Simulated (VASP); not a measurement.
# Cu (Fm-3m) in VASP: notebook

Aim: see how the results for Cu move with the level of theory and the settings. Levels: LDA, r2SCAN. Tasks: single point.

Program: VASP 6.6.1. These are calculated values, not measurements. Logs are shortened: lines on timing, memory, paths and dates and some standing lists are left out, and cuts for length are marked.

**1. The cell of the first run**

It takes space group Fm-3m (No. 225, cubic). The conventional cell has a = 3.577 Å, b = 3.577 Å, c = 3.577 Å, α = 90.00°, β = 90.00°, γ = 90.00°. Cu (site symmetry m-3m) has 12 Cu at 2.53 Å within 3.3 Å.

**2. Single point, LDA**

Contents of INCAR:

```
SYSTEM = Cu
PREC = Accurate
ENCUT = 600
EDIFF = 1E-6
ISMEAR = -1
SIGMA = 0.1
LREAL = .False.
LASPH = .True.
NELM = 120
ALGO = Normal
ISIF = 2
LWAVE = .False.
LCHARG = .True.
GGA = CA
LELF = .True.
LVHAR = .True.
NBANDS = 12
GGA_COMPAT = .False.
```

Contents of KPOINTS:

```
regular mesh
0
Gamma
  11 11 11
  0 0 0
```

Contents of POSCAR:

```
Cu
1.0
    0.0000000000      1.7887150000      1.7887150000
    1.7887150000      0.0000000000      1.7887150000
    1.7887150000      1.7887150000      0.0000000000
Cu
1
Direct
    0.0000000000      0.0000000000      0.0000000000
```

Potentials or basis: VASP PAW LDA potentials, release 64 (Cu).

On the command line:

```bash
cat potpaw_LDA.64/Cu/POTCAR > POTCAR
mpirun -np 1 vasp_std > vasp.out
```

OUTCAR:

```text
SYSTEM = Cu
   PREC = Accurate
   ENCUT = 600
   EDIFF = 1E-6
   ISMEAR = -1
   LREAL = .False.
   LASPH = .True.
   NELM = 120
   ISIF = 2
   GGA = CA

 ion  position               nearest neighbor table
   1  0.000  0.000  0.000-

  LATTYP: Found a face centered cubic cell.
 ALAT       =     3.5774300000

  Lattice vectors:

 A1 = (   0.0000000000,   1.7887150000,   1.7887150000)
 A2 = (   1.7887150000,   0.0000000000,   1.7887150000)
 A3 = (   1.7887150000,   1.7887150000,   0.0000000000)

Analysis of symmetry for initial positions (statically):
=====================================================================
 Subroutine PRICEL returns:
 Original cell was already a primitive cell.

 Routine SETGRP: Setting up the symmetry group for a
 face centered cubic supercell.

 Subroutine GETGRP returns: Found 48 space group operations
 (whereof 48 operations were pure point group operations)
 out of a pool of 48 trial point group operations.

The static configuration has the point symmetry O_h .

Analysis of symmetry for dynamics (positions and initial velocities):
=====================================================================
 Subroutine PRICEL returns:
 Original cell was already a primitive cell.

 Routine SETGRP: Setting up the symmetry group for a
 face centered cubic supercell.

 Subroutine GETGRP returns: Found 48 space group operations
 (whereof 48 operations were pure point group operations)
 out of a pool of 48 trial point group operations.

The dynamic configuration has the point symmetry O_h .

 Subroutine INISYM returns: Found 48 space group operations
 (whereof 48 operations are pure point group operations),
 and found     1 'primitive' translations

----------------------------------------------------------------------------------------

                                     Primitive cell

  volume of cell :      11.4460

  direct lattice vectors                    reciprocal lattice vectors
     0.000000000  1.788715000  1.788715000    -0.279530277  0.279530277  0.279530277
     1.788715000  0.000000000  1.788715000     0.279530277 -0.279530277  0.279530277
     1.788715000  1.788715000  0.000000000     0.279530277  0.279530277 -0.279530277

  length of vectors
     2.529625012  2.529625012  2.529625012     0.484160643  0.484160643  0.484160643

  position of ions in fractional coordinates (direct lattice)
     0.000000000  0.000000000  0.000000000

  ion indices of the primitive-cell ions
   primitive index   ion index
                 1           1

----------------------------------------------------------------------------------------

 KPOINTS: regular mesh

Automatic generation of k-mesh.
 Grid dimensions read from file:
 generate k-points for:   11   11   11

 Generating k-lattice:

  Cartesian coordinates                     Fractional coordinates (reciprocal lattice)
    -0.025411843  0.025411843  0.025411843     0.090909091  0.000000000  0.000000000
     0.025411843 -0.025411843  0.025411843     0.000000000  0.090909091  0.000000000
     0.025411843  0.025411843 -0.025411843     0.000000000  0.000000000  0.090909091

  Length of vectors
     0.044014604  0.044014604  0.044014604

  Shift w.r.t. Gamma in fractional coordinates (k-lattice)
     0.000000000  0.000000000  0.000000000

 Subroutine IBZKPT returns following result:
 ===========================================

 Found     56 irreducible k-points:

 Following reciprocal coordinates:
            Coordinates               Weight
  0.000000  0.000000  0.000000      1.000000
  0.090909  0.000000  0.000000      8.000000
  0.181818  0.000000  0.000000      8.000000
  0.272727  0.000000  0.000000      8.000000
  0.363636  0.000000  0.000000      8.000000
  0.454545  0.000000  0.000000      8.000000
[... 16 lines left out ...]
 -0.272727  0.181818  0.000000     24.000000
 -0.181818  0.181818  0.000000     12.000000
 [... further k-points ...]
   k-points           NKPTS =     56   k-points in BZ     NKDIM =     56   number of bands    NBANDS=     12
   number of dos      NEDOS =    301   number of ions     NIONS =      1
   total plane-waves  NPLWV =   8000
   dimension x,y,z NGX =    20 NGY =   20 NGZ =   20
   dimension x,y,z NGXF=    40 NGYF=   40 NGZF=   40
   ions per type =               1
   NGX,Y,Z   is equivalent  to a cutoff of  13.14, 13.14, 13.14 a.u.
   NGXF,Y,Z  is equivalent  to a cutoff of  26.29, 26.29, 26.29 a.u.
 SYSTEM =  Cu
   PREC   = accura    normal or accurate (medium, high low for compatibility)
   ISTART =      0    job   : 0-new  1-cont  2-samecut
   ICHARG =      2    charge: 1-file 2-atom 10-const
   ISPIN  =      1    spin polarized calculation?
   LNONCOLLINEAR =      F non collinear calculations
   LSORBIT =      F    spin-orbit coupling
   LASPH  =      T    aspherical Exc in radial PAW
   ENCUT  =  600.0 eV  44.10 Ry    6.64 a.u.   5.05  5.05  5.05*2*pi/ulx,y,z
   NELM   =    120;   NELMIN=  2; NELMDL= -5     # of ELM steps
   EDIFF  = 0.1E-05   stopping-criterion for ELM
   LREAL  =      F    real-space projection
   EDIFFG = 0.1E-04   stopping-criterion for IOM
   NSW    =      0    number of steps for IOM
   IBRION =     -1    ionic relax: 0-MD 1-quasi-New 2-CG
   NFREE  =      0    steps in history (QN), initial steepest desc. (CG)
   ISIF   =      2    stress and relaxation
   ISYM   =      2    0-nonsym 1-usesym 2-fastsym
   POTIM  = 0.5000    time-step for ionic-motion
   TEBEG  =    0.0;   TEEND  =   0.0 temperature during run
   PSTRESS=    0.0 pullay stress
   NELECT =      11.0000    total number of electrons
   NUPDOWN=      -1.0000    fix difference up-down
   EMIN   =  10.00;   EMAX   =-10.00  energy-range for DOS
   EFERMI =   0.00;   METHOD = LEGACY
   ISMEAR =    -1;   SIGMA  =   0.10  broadening in eV -4-tet -1-fermi 0-gaus
   EFERMI_NEDOS =   21; number of points for ismear=-14 and -15
   IALGO  =     38    algorithm
   IMIX   =      4    mixing-type and parameters
     AMIX     =   0.40;   BMIX     =  1.00
     AMIX_MAG =   1.60;   BMIX_MAG =  1.00
  volume/ion in A,a.u.               =      11.45        77.24
  Fermi-wavevector in a.u.,A,eV,Ry     =   1.615553  3.052953 35.511368  2.610012
  Thomas-Fermi vector in A             =   2.710282
   LORBIT       =      0    0 simple, 1 ext, 2 COOP (PROOUT), +10 PAW based schemes
   GGA     = CA    functional components
   LHFCALC =     F    Hartree Fock is set to
   AEXX    =    0.0000 exact exchange contribution
   IVDW    =     0    specifies the selected vdW correction
   LEPSILON=     F    determine dielectric tensor
   LRPA    =     F    only Hartree local field effects (RPA)
 non-spin polarized calculation
  energy-cutoff  :      600.00
  volume of cell :       11.45
 maximum number of plane-waves:       390
   NGX = 11   NGY = 11   NGZ = 11

 number of electron      11.0000012 magnetization

 Free energy of the ion-electron system (eV)
  ---------------------------------------------------
  ext. energy  EPLUGINS =         0.00000000
  ---------------------------------------------------
  free energy    TOTEN  =        -4.70444469 eV

  energy without entropy =       -4.69710733  energy(sigma->0) =       -4.70077601

 E-fermi :   7.8230     XC(G=0): -13.2872

 val. band max:        7.6839687373   @ k =   0.4545   0.2727   0.0000
 cond. band min:       7.9142833482   @ k =   0.4545   0.3636   0.0000
 fundamental gap:      0.2303146109
 Fermi energy:         7.8230079374

 k-point     1 :       0.0000    0.0000    0.0000
  band No.  band energies     occupation
      1      -1.8521      2.00000
      2       4.5601      2.00000
      3       4.5601      2.00000
      4       4.5601      2.00000
      5       5.4390      2.00000
      6       5.4390      2.00000
      7      30.6701      0.00000
      8      33.3807      0.00000
      9      33.3807      0.00000
     10      33.3807      0.00000
     11      35.9414      0.00000
     12      35.9414      0.00000

 k-point     2 :       0.0909    0.0000    0.0000
  band No.  band energies     occupation
      1      -1.5455      2.00000
      2       4.4954      2.00000
      3       4.6173      2.00000
      4       4.6173      2.00000
      5       5.4180      2.00000
      6       5.4180      2.00000
      7      28.6085      0.00000
      8      31.5188      0.00000
      9      32.5952      0.00000
     10      32.5952      0.00000
     11      37.1379      0.00000
     12      37.1379      0.00000

 k-point     3 :       0.1818    0.0000    0.0000
  band No.  band energies     occupation
      1      -0.6581      2.00000
      2       4.3539      2.00000
      3       4.7198      2.00000
      4       4.7198      2.00000
      5       5.4194      2.00000
      6       5.4194      2.00000
      7      23.8978      0.00000
      8      31.0674      0.00000
      9      31.5445      0.00000
     10      31.5445      0.00000
     11      37.8320      0.00000
     12      38.1916      0.00000
[... 286 lines left out ...]
 k-point    23 :      -0.2727    0.1818    0.0000
  band No.  band energies     occupation
      1       2.3564      2.00000
      2       4.1095      2.00000
      3       4.4169      2.00000
      4       4.9622      2.00000
      5       5.4322      2.00000
      6       6.8247      1.99991
      7      17.3664      0.00000
      8      21.4519      0.00000
      9      29.8850      0.00000
     10      30.4658      0.00000
     11      37.1374      0.00000
     12      37.4091      0.00000

 k-point    24 :      -0.1818    0.1818    0.0000
  band No.  band energies     occupation
      1       1.1227      2.00000
      2       4.0778      2.00000
      3       4.6275      2.00000
      4       5.0792      2.00000
      5       5.1009      2.00000
      6       6.1070      2.00000
      7      21.3439      0.00000
      8      22.0999      0.00000
      9      32.2290      0.00000
     10      32.5054      0.00000
     11      35.4022      0.00000
     12      37.6637      0.00000

 [... further k-points ...]
[... 5 lines left out ...]
  --------------------------------------------------------------------------------------
  -------------------------------------------------------------------------------------
  Total       -0.5488806     -0.5488806     -0.5488806      0.0000000     -0.0000000      0.0000000
  in kB      -76.8307421    -76.8307421    -76.8307421      0.0000000     -0.0000000      0.0000000
  external PRESSURE =     -76.8307421 kB  Pullay stress =       0.0000000 kB

 VOLUME and BASIS-vectors are now :
 -----------------------------------------------------------------------------
  energy-cutoff  :      600.00
  volume of cell :       11.45
      direct lattice vectors                 reciprocal lattice vectors
     0.000000000  1.788715000  1.788715000    -0.279530277  0.279530277  0.279530277
     1.788715000  0.000000000  1.788715000     0.279530277 -0.279530277  0.279530277
     1.788715000  1.788715000  0.000000000     0.279530277  0.279530277 -0.279530277

 POSITION                                       TOTAL-FORCE (eV/Angst)
 -----------------------------------------------------------------------------------
      0.00000      0.00000      0.00000        -0.000000      0.000000     -0.000000
 -----------------------------------------------------------------------------------
    total drift:                                0.000000     -0.000000      0.000000

  FREE ENERGIE OF THE ION-ELECTRON SYSTEM (eV)
  ---------------------------------------------------
  free  energy   TOTEN  =        -4.7044446910 eV

  energy  without entropy=       -4.6971073307  energy(sigma->0) =       -4.70077601
```

It took 8.9 s on 1 thread of Intel Xeon Platinum 8259CL at 2.50GHz (Skylake/Cascade Lake), shared host; peak memory 0.12 GiB.

Results:

```yaml
Free_energy: -4.7044 eV
Pressure: -7.7 GPa
```

**3. Single point, LDA**

Contents of INCAR:

```
SYSTEM = Cu
ALGO = Normal ; EDIFF = 1E-6
ENCUT = 600 ; GGA_COMPAT = .False.
ISIF = 2 ; ISMEAR = -1
LASPH = .True. ; LCHARG = .True.
LELF = .True. ; LREAL = .False.
LVHAR = .True. ; LWAVE = .False.
NBANDS = 12 ; NELM = 120
PREC = Accurate ; SIGMA = 0.1
```

Contents of KPOINTS:

```
k-points
0
Gamma
  11 11 11
  0 0 0
```

POSCAR is that of step 2.

Potentials or basis: VASP PAW LDA potentials, release 64 (Cu).

On the command line:

```bash
cat potpaw_LDA.64/Cu/POTCAR > POTCAR
mpirun -np 1 vasp_std > vasp.out
```

It took 9.9 s on 1 thread of Intel Xeon Platinum 8259CL at 2.50GHz (Skylake/Cascade Lake), shared host; peak memory 0.12 GiB.

The run converged. Its results:

| Quantity | Value |
| --- | --- |
| Free energy | -4.7044 eV |
| Pressure | -7.7 GPa |

Levels at points of the mesh, in eV from the Fermi level:
```
           k point  band 3  band 4  band 5  band 6  band 7  band 8  band 9  band 10
(0.00, 0.00, 0.00)   -3.26   -3.26   -2.38   -2.38   22.85   25.56   25.56    25.56
```

(Part 1 of 2 ends here.)
